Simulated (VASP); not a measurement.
Runs of VASP 6.6.1 on NbP. The structure is that of space group P6_3/mmc (No. 194), or close to it. The cells are those of the table. 

| task | level | cell | cutoff (eV) | gap on the mesh (eV) | pressure (GPa) |
| --- | --- | --- | --- | --- | --- |
| relaxation of shape and atoms at fixed volume | PBE | relaxed from a = 3.446, b = 3.446, c = 6.840 Å, angles 90.0, 90.0, 120.0°, 4 atoms | 500 | none | -14.1 |
| single point | PBE | a = 3.374, b = 3.374, c = 6.750 Å, angles 90.0, 90.0, 120.0°, 4 atoms | 500 | none | -6.8 |
| relaxation of shape and atoms at fixed volume | PBE | relaxed from a = 3.263, b = 3.263, c = 6.660 Å, angles 90.0, 90.0, 120.0°, 4 atoms | 500 | none | 7.4 |
| relaxation of shape and atoms at fixed volume | PBE | relaxed from a = 3.338, b = 3.338, c = 6.761 Å, angles 90.0, 90.0, 120.0°, 4 atoms | 500 | none | -3.7 |
| relaxation of shape and atoms at fixed volume | PBE | relaxed from a = 3.294, b = 3.294, c = 6.671 Å, angles 90.0, 90.0, 120.0°, 4 atoms | 500 | none | 3.3 |
| single point | r2SCAN | a = 3.316, b = 3.316, c = 6.716 Å, angles 90.0, 90.0, 120.0°, 4 atoms | 550 | none | (a) |
| relaxation of shape and atoms at fixed volume | PBE | relaxed from a = 3.367, b = 3.367, c = 6.776 Å, angles 90.0, 90.0, 120.0°, 4 atoms | 500 | none | -6.7 |
| relaxation of cell and atoms | PBE | relaxed from a = 3.732, b = 3.732, c = 5.201 Å, angles 90.0, 90.0, 120.0°, 4 atoms | 500 | none | 0.0 |
| relaxation of shape and atoms at fixed volume | PBE | relaxed from a = 3.406, b = 3.406, c = 6.814 Å, angles 90.0, 90.0, 120.0°, 4 atoms | 500 | none | -10.7 |
| relaxation of shape and atoms at fixed volume | PBE | relaxed from a = 3.238, b = 3.238, c = 6.658 Å, angles 90.0, 90.0, 120.0°, 4 atoms | 500 | none | 10.7 |

Alike in all rows: potentials or basis VASP PAW PBE potentials, release 64 (Nb_sv, P); no spin polarisation; k mesh 10 × 10 × 8; smearing gaussian 0.05 eV.

Q: Estimate the missing entries.

A: (a) -1.0.

Caveats: the cell stands under tension (at least some runs); the PAW data sets were made with another functional, which shifts forces and pressure a little (at least some runs); a cell axis changed by over 15 % at a fixed basis, so the end point is rough (at least some runs).

A k mesh can miss the band edges, and the runs leave out spin-orbit coupling on Nb.

A gap of «none» marks levels without a gap at the run's occupations.
